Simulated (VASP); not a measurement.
Set up this calculation in VASP 6.6.1, as the native input.

```
Task                   : single point
Functional             : r2SCAN
Potentials or basis    : VASP PAW PBE potentials, release 64 (Mg, S)
Cutoff                 : 520 eV
k mesh                 : 6 × 6 × 6
Occupations            : gaussian, width 0.01 eV
Spin                   : no spin polarisation
Dipole correction      : no
Further INCAR settings : ALGO = Normal; EDIFF = 1e-06; NBANDS = 11
```

The system is MgS (Niningerite).

```xyz
2
Lattice="0.0000 2.6015 2.6015 2.6015 0.0000 2.6015 2.6015 2.6015 0.0000" Properties=species:S:1:pos:R:3 pbc="T T T"
Mg    0.0000    0.0000    0.0000
S     2.6015    2.6015    2.6015
```

These files were run (other wordings do the same):

POSCAR

```
MgS
1.0
    0.0000000000      2.6015177400      2.6015177400
    2.6015177400      0.0000000000      2.6015177400
    2.6015177400      2.6015177400      0.0000000000
Mg S
1 1
Direct
    0.0000000000      0.0000000000      0.0000000000
    0.5000000000      0.5000000000      0.5000000000
```

INCAR.step1

```
SYSTEM = MgS
ALGO = Normal
EDIFF = 1E-4
ENCUT = 520
GGA = PE
ISMEAR = 0
LASPH = .True.
LCHARG = .False.
LREAL = .False.
LWAVE = .True.
NBANDS = 11
NELM = 60
PREC = Accurate
SIGMA = 0.01
```

INCAR.step2

```
SYSTEM = MgS
ALGO = Normal
EDIFF = 1E-6
ENCUT = 520
ISIF = 2
ISMEAR = 0
ISTART = 1
LASPH = .True.
LCHARG = .False.
LMIXTAU = .True.
LREAL = .False.
LWAVE = .False.
METAGGA = R2SCAN
NBANDS = 11
NELM = 60
PREC = Accurate
SIGMA = 0.01
```

KPOINTS

```
k-points
0
Gamma
  6 6 6
  0 0 0
```

Potentials or basis: VASP PAW PBE potentials, release 64 (Mg, S).

The run is started by

```bash
$ cat potpaw_PBE.64/Mg/POTCAR potpaw_PBE.64/S/POTCAR > POTCAR
$ cp INCAR.step1 INCAR
$ mpirun -np 1 vasp_std > vasp.out
$ cp INCAR.step2 INCAR
$ mpirun -np 1 vasp_std > vasp.out
```

Results of the run:

The pressure is -0.4 GPa and the band gap on the k mesh is 3.43 eV, indirect (least direct gap 4.62 eV).

Caveat: the PAW data sets were made with another functional, which shifts forces and pressure a little.

Run time: 26 s on 1 thread of Intel Xeon 6975P-C, on a shared host, peak memory 0.16 GiB.
